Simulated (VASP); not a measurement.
# Zn (P6_3/mmc) in VASP: a series of runs, part 2 of 2

VASP 6.6.1. Earlier steps stand in the parts before.

### 3 Single point, PBEsol (volume scaled by 0.94, then relaxed in part)

Input file INCAR:

```
SYSTEM = Zn
PREC = Accurate ; ENCUT = 520
EDIFF = 1E-6 ; ISMEAR = 0
SIGMA = 0.1 ; LREAL = .FALSE.
LASPH = .TRUE. ; NELM = 80
ALGO = Normal ; ISIF = 2
LWAVE = .FALSE. ; LCHARG = .FALSE.
GGA = PS ; NBANDS = 19
```

Input file KPOINTS:

```
Automatic mesh
0
G
  18 18 8
  0 0 0
```

Input file POSCAR:

```
Zn
1.0
    2.5734950913      0.0000000000      0.0000000000
   -1.2867475457      2.2287121256      0.0000000000
    0.0000000000      0.0000000000      4.6702258627
Zn
2
Direct
    0.3333333333      0.6666666667      0.2500000000
    0.6666666667      0.3333333333      0.7500000000
```

Potentials or basis: VASP PAW PBE potentials, release 64 (Zn).

Started as:

```bash
cat potpaw_PBE.64/Zn/POTCAR > POTCAR
mpirun -np 1 vasp_std > vasp.out
```

OUTCAR:

```text
SYSTEM = Zn
   PREC = Accurate
   ENCUT = 520
   EDIFF = 1E-6
   ISMEAR = 0
   LREAL = .FALSE.
   LASPH = .TRUE.
   NELM = 80
   ISIF = 2
   GGA = PS

 ion  position               nearest neighbor table
   1  0.333  0.667  0.250-   2 2.77   2 2.77   2 2.77   2 2.77   2 2.77   2 2.77
   2  0.667  0.333  0.750-   1 2.77   1 2.77   1 2.77   1 2.77   1 2.77   1 2.77

  LATTYP: Found a hexagonal cell.
 ALAT       =     2.5734950913
 C/A-ratio  =     1.8147405365

  Lattice vectors:

 A1 = (   2.5734950913,   0.0000000000,   0.0000000000)
 A2 = (  -1.2867475457,   2.2287121256,   0.0000000000)
 A3 = (   0.0000000000,   0.0000000000,   4.6702258627)

Analysis of symmetry for initial positions (statically):
=====================================================================
 Subroutine PRICEL returns:
 Original cell was already a primitive cell.

 Routine SETGRP: Setting up the symmetry group for a
 hexagonal supercell.

 Subroutine GETGRP returns: Found 24 space group operations
 (whereof 12 operations were pure point group operations)
 out of a pool of 24 trial point group operations.

The static configuration has the point symmetry D_3d.
 The point group associated with its full space group is D_6h.

Analysis of symmetry for dynamics (positions and initial velocities):
=====================================================================
 Subroutine PRICEL returns:
 Original cell was already a primitive cell.

 Routine SETGRP: Setting up the symmetry group for a
 hexagonal supercell.

 Subroutine GETGRP returns: Found 24 space group operations
 (whereof 12 operations were pure point group operations)
 out of a pool of 24 trial point group operations.

The dynamic configuration has the point symmetry D_3d.
 The point group associated with its full space group is D_6h.

 Subroutine INISYM returns: Found 24 space group operations
 (whereof 12 operations are pure point group operations),
 and found     1 'primitive' translations

----------------------------------------------------------------------------------------

                                     Primitive cell

  volume of cell :      26.7865

  direct lattice vectors                    reciprocal lattice vectors
     2.573495091  0.000000000  0.000000000     0.388576611  0.224344811  0.000000000
    -1.286747546  2.228712126  0.000000000     0.000000000  0.448689621  0.000000000
     0.000000000  0.000000000  4.670225863     0.000000000  0.000000000  0.214122406

  length of vectors
     2.573495091  2.573495091  4.670225863     0.448689621  0.448689621  0.214122406

  position of ions in fractional coordinates (direct lattice)
     0.333333333  0.666666667  0.250000000
     0.666666667  0.333333333  0.750000000

  ion indices of the primitive-cell ions
   primitive index   ion index
                 1           1
                 2           2

----------------------------------------------------------------------------------------

 KPOINTS: Automatic mesh

Automatic generation of k-mesh.
 Grid dimensions read from file:
 generate k-points for:   18   18    8

 Generating k-lattice:

  Cartesian coordinates                     Fractional coordinates (reciprocal lattice)
     0.021587589  0.012463601  0.000000000     0.055555556  0.000000000  0.000000000
     0.000000000  0.024927201  0.000000000     0.000000000  0.055555556  0.000000000
     0.000000000  0.000000000  0.026765301     0.000000000  0.000000000  0.125000000

  Length of vectors
     0.024927201  0.024927201  0.026765301

  Shift w.r.t. Gamma in fractional coordinates (k-lattice)
     0.000000000  0.000000000  0.000000000

 Subroutine IBZKPT returns following result:
 ===========================================

 Found    185 irreducible k-points:

 Following reciprocal coordinates:
            Coordinates               Weight
  0.000000  0.000000  0.000000      1.000000
  0.055556 -0.000000  0.000000      6.000000
  0.111111 -0.000000  0.000000      6.000000
  0.166667 -0.000000  0.000000      6.000000
  0.222222 -0.000000  0.000000      6.000000
  0.277778 -0.000000  0.000000      6.000000
[... 16 lines left out ...]
  0.333333  0.111111  0.000000     12.000000
  0.388889  0.111111  0.000000     12.000000
 [... further k-points ...]
   k-points           NKPTS =    185   k-points in BZ     NKDIM =    185   number of bands    NBANDS=     19
   number of dos      NEDOS =    301   number of ions     NIONS =      2
   total plane-waves  NPLWV =  14400
   dimension x,y,z NGX =    20 NGY =   20 NGZ =   36
   dimension x,y,z NGXF=    40 NGYF=   40 NGZF=   72
   ions per type =               2
   NGX,Y,Z   is equivalent  to a cutoff of  12.92, 12.92, 12.81 a.u.
   NGXF,Y,Z  is equivalent  to a cutoff of  25.84, 25.84, 25.63 a.u.
 SYSTEM =  Zn
   PREC   = accura    normal or accurate (medium, high low for compatibility)
   ISTART =      0    job   : 0-new  1-cont  2-samecut
   ICHARG =      2    charge: 1-file 2-atom 10-const
   ISPIN  =      1    spin polarized calculation?
   LNONCOLLINEAR =      F non collinear calculations
   LSORBIT =      F    spin-orbit coupling
   LASPH  =      T    aspherical Exc in radial PAW
   ENCUT  =  520.0 eV  38.22 Ry    6.18 a.u.   4.78  4.78  8.68*2*pi/ulx,y,z
   NELM   =     80;   NELMIN=  2; NELMDL= -5     # of ELM steps
   EDIFF  = 0.1E-05   stopping-criterion for ELM
   LREAL  =      F    real-space projection
   EDIFFG = 0.1E-04   stopping-criterion for IOM
   NSW    =      0    number of steps for IOM
   IBRION =     -1    ionic relax: 0-MD 1-quasi-New 2-CG
   NFREE  =      0    steps in history (QN), initial steepest desc. (CG)
   ISIF   =      2    stress and relaxation
   ISYM   =      2    0-nonsym 1-usesym 2-fastsym
   POTIM  = 0.5000    time-step for ionic-motion
   TEBEG  =    0.0;   TEEND  =   0.0 temperature during run
   PSTRESS=    0.0 pullay stress
   NELECT =      24.0000    total number of electrons
   NUPDOWN=      -1.0000    fix difference up-down
   EMIN   =  10.00;   EMAX   =-10.00  energy-range for DOS
   EFERMI =   0.00;   METHOD = LEGACY
   ISMEAR =     0;   SIGMA  =   0.10  broadening in eV -4-tet -1-fermi 0-gaus
   EFERMI_NEDOS =   21; number of points for ismear=-14 and -15
   IALGO  =     38    algorithm
   IMIX   =      4    mixing-type and parameters
     AMIX     =   0.40;   BMIX     =  1.00
     AMIX_MAG =   1.60;   BMIX_MAG =  1.00
  volume/ion in A,a.u.               =      13.39        90.38
  Fermi-wavevector in a.u.,A,eV,Ry     =   1.578242  2.982444 33.890028  2.490847
  Thomas-Fermi vector in A             =   2.678802
   LORBIT       =      0    0 simple, 1 ext, 2 COOP (PROOUT), +10 PAW based schemes
   GGA     = PS    functional components
   LHFCALC =     F    Hartree Fock is set to
   AEXX    =    0.0000 exact exchange contribution
   IVDW    =     0    specifies the selected vdW correction
   LEPSILON=     F    determine dielectric tensor
   LRPA    =     F    only Hartree local field effects (RPA)
 non-spin polarized calculation
 Gauss-broadening in eV      SIGMA  =   0.10
  energy-cutoff  :      520.00
  volume of cell :       26.79
 maximum number of plane-waves:       734
 NGX is ok and might be reduce to    20
   NGX =  9   NGY =  9   NGZ = 17

 number of electron      23.9999977 magnetization

 Free energy of the ion-electron system (eV)
  ---------------------------------------------------
  ext. energy  EPLUGINS =         0.00000000
  ---------------------------------------------------
  free energy    TOTEN  =        -3.14128052 eV

  energy without entropy =       -3.13936363  energy(sigma->0) =       -3.14032207

 E-fermi :   4.0072     XC(G=0): -12.3898

 val. band max:        4.0056414647   @ k =   0.3889  -0.0000   0.0000
 cond. band min:       4.0714428410   @ k =   0.3333   0.1667   0.1250
 fundamental gap:      0.0658013763
 Fermi energy:         4.0071869526

 k-point     1 :       0.0000    0.0000    0.0000
  band No.  band energies     occupation
      1      -7.5776      2.00000
      2      -5.2730      2.00000
      3      -4.3570      2.00000
      4      -4.1035      2.00000
      5      -4.1035      2.00000
      6      -4.0310      2.00000
[... 11 lines left out ...]
     18      24.0768      0.00000
     19      24.2269      0.00000

 k-point     2 :       0.0556   -0.0000    0.0000
  band No.  band energies     occupation
      1      -7.4792      2.00000
      2      -5.2264      2.00000
      3      -4.3471      2.00000
      4      -4.1135      2.00000
      5      -4.0774      2.00000
      6      -4.0434      2.00000
[... 476 lines left out ...]
 k-point    24 :       0.3889    0.1111    0.0000
  band No.  band energies     occupation
      1      -4.9016      2.00000
      2      -4.8008      2.00000
      3      -4.7107      2.00000
      4      -4.1022      2.00000
      5      -3.9877      2.00000
      6      -3.9479      2.00000
[... 11 lines left out ...]
     18      18.2303      0.00000
     19      19.0724      0.00000

 [... further k-points ...]
[... 5 lines left out ...]
  --------------------------------------------------------------------------------------
  -------------------------------------------------------------------------------------
  Total        1.0489519      1.0489519      1.0193744     -0.0000000      0.0000000      0.0000000
  in kB       62.7409312     62.7409312     60.9718116     -0.0000000      0.0000000      0.0000000
  external PRESSURE =      62.1512247 kB  Pullay stress =       0.0000000 kB

 VOLUME and BASIS-vectors are now :
 -----------------------------------------------------------------------------
  energy-cutoff  :      520.00
  volume of cell :       26.79
      direct lattice vectors                 reciprocal lattice vectors
     2.573495091  0.000000000  0.000000000     0.388576611  0.224344811  0.000000000
    -1.286747546  2.228712126  0.000000000     0.000000000  0.448689621  0.000000000
     0.000000000  0.000000000  4.670225863     0.000000000  0.000000000  0.214122406

 POSITION                                       TOTAL-FORCE (eV/Angst)
 -----------------------------------------------------------------------------------
     -0.00000      1.48581      1.16756        -0.000000      0.000000      0.000000
      1.28675      0.74290      3.50267         0.000000     -0.000000      0.000000
 -----------------------------------------------------------------------------------
    total drift:                               -0.000000      0.000000      0.000000

  FREE ENERGIE OF THE ION-ELECTRON SYSTEM (eV)
  ---------------------------------------------------
  free  energy   TOTEN  =        -3.1412805160 eV

  energy  without entropy=       -3.1393636336  energy(sigma->0) =       -3.14032207
```

It took 27 s on 1 thread of Intel Xeon 6975P-C (Granite Rapids), shared host; peak memory 0.19 GiB.

What came out:

* Free energy: -3.1413 eV
* Pressure: 6.2 GPa
* Band gap on the k mesh: zero (band 12 reaches 5.49 eV, above the bottom of band 13 at 1.26 eV)

Stress tensor (GPa, compression positive):
```
6.27 0.00 0.00
0.00 6.27 0.00
0.00 0.00 6.10
```

Caveat: the cell differs from its parent crystal (volume scaled by 0.94, then relaxed in part); the PAW data sets were made with another functional, which shifts forces and pressure a little.

### 4 Single point, PBEsol (volume scaled by 0.97, then relaxed in part)

Input file INCAR:

```
SYSTEM = Zn
ALGO     = Fast           ! electronic algorithm
EDIFF    = 1E-6           ! SCF threshold, eV
ENCUT    = 520            ! plane-wave cutoff, eV
GGA      = PS             ! functional
ISIF     = 2              ! what is computed and relaxed
ISMEAR   = 0              ! smearing method
LASPH    = .TRUE.         ! aspherical terms in the spheres
LCHARG   = .TRUE.         ! write CHGCAR
LELF     = .TRUE.         ! ELF
LREAL    = .FALSE.        ! projectors in reciprocal space
LVHAR    = .TRUE.       
LWAVE    = .FALSE.        ! write WAVECAR
NBANDS   = 19             ! bands
NELM     = 80             ! most SCF steps
PREC     = Accurate       ! precision mode
SIGMA    = 0.1            ! smearing width, eV
```

Input file KPOINTS:

```
k-points
0
G
  18 18 8
  0 0 0
```

Input file POSCAR:

```
Zn
1.0
    2.5910275969      0.0000000000      0.0000000000
   -1.2955137984      2.2438957208      0.0000000000
    0.0000000000      0.0000000000      4.7542758480
Zn
2
Direct
    0.3333333333      0.6666666667      0.2500000000
    0.6666666667      0.3333333333      0.7500000000
```

Started as:

```bash
cat potpaw_PBE.64/Zn/POTCAR > POTCAR
mpirun -np 1 vasp_std > vasp.out
```

Wall time 31 s (1 thread of Intel Xeon 6975P-C (Granite Rapids), shared host); peak memory 0.19 GiB.

Results (log left out):

```
Free energy            : -3.1647 eV
Pressure               : 3.4 GPa
Band gap on the k mesh : zero (band 12 reaches 5.27 eV, above the bottom of band 13 at 0.84 eV)
```

Stress tensor (GPa, compression positive):
```
3.54 0.00 0.00
0.00 3.54 0.00
0.00 0.00 3.24
```

Levels at points of the mesh, in eV from the Fermi level:
```tsv
k point	band 9	band 10	band 11	band 12	band 13	band 14	band 15	band 16
(0.00, 0.00, 0.00)	-7.61	-7.35	-7.35	-4.23	-2.95	14.78	18.31	18.31
(0.50, 0.00, 0.00)	-7.15	-7.13	-3.33	-2.42	2.81	3.50	4.62	5.83
(0.00, 0.00, 0.50)	-7.45	-7.45	-7.45	-7.45	5.00	5.00	19.75	19.75
(0.50, 0.00, 0.50)	-7.14	-7.14	-2.33	-2.33	0.16	0.16	10.80	10.80
```

Caveat: the cell differs from its parent crystal (volume scaled by 0.97, then relaxed in part); the PAW data sets were made with another functional, which shifts forces and pressure a little.

### 5 Single point, PBEsol

This run uses another cell than the first one, of 14.25 Å³/atom, 0.929 times its volume.

Input file INCAR:

```
SYSTEM = Zn
PREC     = Accurate       ! precision mode
ENCUT    = 520            ! plane-wave cutoff, eV
EDIFF    = 1E-6           ! SCF threshold, eV
ISMEAR   = 0              ! smearing method
SIGMA    = 0.1            ! smearing width, eV
LREAL    = .FALSE.        ! projectors in reciprocal space
LASPH    = .TRUE.         ! aspherical terms in the spheres
NELM     = 100            ! most SCF steps
ALGO     = Normal         ! electronic algorithm
ISIF     = 2              ! what is computed and relaxed
LWAVE    = .FALSE.        ! write WAVECAR
LCHARG   = .FALSE.        ! write CHGCAR
GGA      = PS             ! functional
NBANDS   = 19             ! bands
```

Input file KPOINTS:

```
Automatic mesh
0
G
  18 18 8
  0 0 0
```

Input file POSCAR:

```
Zn
1.0
    2.5926809071      0.0000000000      0.0000000000
   -1.2963404535      2.2453275294      0.0000000000
    0.0000000000      0.0000000000      4.8950663232
Zn
2
Direct
    0.3333333333      0.6666666667      0.2500000000
    0.6666666667      0.3333333333      0.7500000000
```

Started as:

```bash
cat potpaw_PBE.64/Zn/POTCAR > POTCAR
mpirun -np 1 vasp_std > vasp.out
```

Run time: 26 s. Hardware: 1 thread of Intel Xeon 6975P-C (Granite Rapids), shared host; peak memory 0.2 GiB.

Results (log left out):

- Free energy: -3.1721 eV
- Pressure: 0.5 GPa
- Band gap on the k mesh: zero (band 12 reaches 5.14 eV, above the bottom of band 13 at 0.23 eV)

Stress tensor (GPa, compression positive):
```
0.58 0.00 0.00
0.00 0.58 0.00
0.00 0.00 0.30
```

Levels at points of the mesh, in eV from the Fermi level:
```tsv
k point	band 8	band 9	band 10	band 11	band 12	band 13	band 14	band 15	band 16	band 17
(0.00, 0.00, 0.00)	-7.51	-7.51	-7.29	-7.29	-4.19	-3.30	13.49	17.33	18.52	18.52
(0.50, 0.00, 0.00)	-7.31	-7.08	-7.06	-3.12	-2.25	2.55	3.48	4.28	5.71	10.67
(0.00, 0.00, 0.50)	-7.96	-7.38	-7.38	-7.38	-7.38	4.34	4.34	19.86	19.86	19.86
(0.50, 0.00, 0.50)	-7.33	-7.07	-7.07	-2.18	-2.18	0.21	0.21	10.21	10.21	12.54
```

Caveat: the PAW data sets were made with another functional, which shifts forces and pressure a little.

### 6 Single point, PBEsol

This run uses another cell than the first one, of 14.25 Å³/atom, 0.929 times its volume.

Input file INCAR:

```
PREC = Accurate
ENCUT = 520
EDIFF = 1E-6
ISMEAR = 0
SIGMA = 0.1
LREAL = False
LASPH = True
NELM = 60
ALGO = Fast
ISIF = 2
LWAVE = False
LCHARG = True
GGA = PS
LELF = True
LVHAR = True
NBANDS = 19
```

Input file KPOINTS:

```
regular mesh
0
Gamma
  18 18 8
```

POSCAR is that of step 5.

Potentials or basis: VASP PAW PBE potentials, release 64 (Zn).

Started as:

```bash
cat potpaw_PBE.64/Zn/POTCAR > POTCAR
mpirun -np 1 vasp_std > vasp.out
```

OUTCAR:

```text
PREC = Accurate
   ENCUT = 520
   EDIFF = 1E-6
   ISMEAR = 0
   LREAL = False
   LASPH = True
   NELM = 60
   ISIF = 2
   GGA = PS

 ion  position               nearest neighbor table
   1  0.333  0.667  0.250-   2 2.87   2 2.87   2 2.87   2 2.87   2 2.87   2 2.87
   2  0.667  0.333  0.750-   1 2.87   1 2.87   1 2.87   1 2.87   1 2.87   1 2.87

  LATTYP: Found a hexagonal cell.
 ALAT       =     2.5926809071
 C/A-ratio  =     1.8880326961

  Lattice vectors:

 A1 = (   2.5926809071,   0.0000000000,   0.0000000000)
[... 192 lines left out ...]
      3      -4.7098      2.00000
      4      -4.4288      2.00000
      5      -4.4288      2.00000
      6      -4.3759      2.00000
[... 505 lines left out ...]
      6      -4.2660      2.00000
[... 11 lines left out ...]
     18      17.0919      0.00000
     19      18.3261      0.00000

 [... further k-points ...]
[... 5 lines left out ...]
  --------------------------------------------------------------------------------------
  -------------------------------------------------------------------------------------
  Total        0.1827157      0.1827157      0.1341055      0.0000000     -0.0000000      0.0000000
  in kB       10.2730430     10.2730430      7.5399742      0.0000000     -0.0000000      0.0000000
  external PRESSURE =       9.3620201 kB  Pullay stress =       0.0000000 kB

 VOLUME and BASIS-vectors are now :
 -----------------------------------------------------------------------------
  energy-cutoff  :      520.00
  volume of cell :       28.50
      direct lattice vectors                 reciprocal lattice vectors
     2.592680907  0.000000000  0.000000000     0.385701147  0.222684661  0.000000000
    -1.296340454  2.245327529  0.000000000     0.000000000  0.445369322  0.000000000
     0.000000000  0.000000000  4.895066323     0.000000000  0.000000000  0.204287324

 POSITION                                       TOTAL-FORCE (eV/Angst)
 -----------------------------------------------------------------------------------
     -0.00000      1.49689      1.22377        -0.000000      0.000000     -0.000000
      1.29634      0.74844      3.67130         0.000000     -0.000000      0.000000
 -----------------------------------------------------------------------------------
    total drift:                               -0.000000      0.000000      0.000000

  FREE ENERGIE OF THE ION-ELECTRON SYSTEM (eV)
  ---------------------------------------------------
  free  energy   TOTEN  =        -3.1720507362 eV

  energy  without entropy=       -3.1697816391  energy(sigma->0) =       -3.17091619
```

OSZICAR:

```text
N       E                     dE             d eps       ncg     rms          rms(c)
DAV:   1     0.111806717959E+03    0.11181E+03   -0.12390E+04  7326   0.203E+03
DAV:   2     0.158021427790E+01   -0.11023E+03   -0.10631E+03  7078   0.297E+02
DAV:   3    -0.347830058346E+01   -0.50585E+01   -0.50368E+01  7822   0.702E+01
DAV:   4    -0.350657725487E+01   -0.28277E-01   -0.28270E-01  7707   0.540E+00
DAV:   5    -0.350661084121E+01   -0.33586E-04   -0.33586E-04  7686   0.168E-01    0.480E+00
RMM:   6    -0.319538669467E+01    0.31122E+00   -0.11301E+00  8158   0.128E+01    0.346E+00
RMM:   7    -0.318080500248E+01    0.14582E-01   -0.36123E-02  8422   0.268E+00    0.174E+00
RMM:   8    -0.317219630559E+01    0.86087E-02   -0.64431E-03  8133   0.632E-01    0.144E-01
RMM:   9    -0.317207683849E+01    0.11947E-03   -0.18013E-03  8625   0.603E-01    0.906E-02
RMM:  10    -0.317204944412E+01    0.27394E-04   -0.13906E-04  8510   0.117E-01    0.581E-03
RMM:  11    -0.317205050939E+01   -0.10653E-05   -0.12632E-05  8215   0.345E-02    0.418E-03
RMM:  12    -0.317205073616E+01   -0.22677E-06   -0.33351E-06  6459   0.225E-02
   1 F= -.31720507E+01 E0= -.31709162E+01  d E =-.226910E-02
```

It took 31 s on 1 thread of Intel Xeon 6975P-C (Granite Rapids), shared host; peak memory 0.2 GiB.

Results:

- Free energy: -3.1721 eV
- Pressure: 0.9 GPa
- Band gap on the k mesh: zero (band 12 reaches 5.14 eV, above the bottom of band 13 at 0.23 eV)

Caveat: the PAW data sets were made with another functional, which shifts forces and pressure a little.

### 7 Summary

| cell | k mesh | gap on the mesh (eV) | pressure (GPa) |
| --- | --- | --- | --- |
| a = 2.670, b = 2.670, c = 4.966 Å, angles 90.0, 90.0, 120.0°, 2 atoms | 6 × 6 × 4 | none | -4.0 |
| a = 2.573, b = 2.573, c = 4.670 Å, angles 90.0, 90.0, 120.0°, 2 atoms | 18 × 18 × 8 | none | 6.2 |
| a = 2.591, b = 2.591, c = 4.754 Å, angles 90.0, 90.0, 120.0°, 2 atoms | 18 × 18 × 8 | none | 3.4 |
| a = 2.593, b = 2.593, c = 4.895 Å, angles 90.0, 90.0, 120.0°, 2 atoms | 18 × 18 × 8 | none | 0.9 |

Alike in all rows: task single point; level PBEsol; potentials or basis VASP PAW PBE potentials, release 64 (Zn); no spin polarisation; cutoff (eV) 520; smearing gaussian 0.1 eV.

Caveats: some runs use coarse meshes; the PAW data sets were made with another functional, which shifts forces and pressure a little.

Total energies depend on the potentials used, so only differences within one code and one set of settings carry meaning.
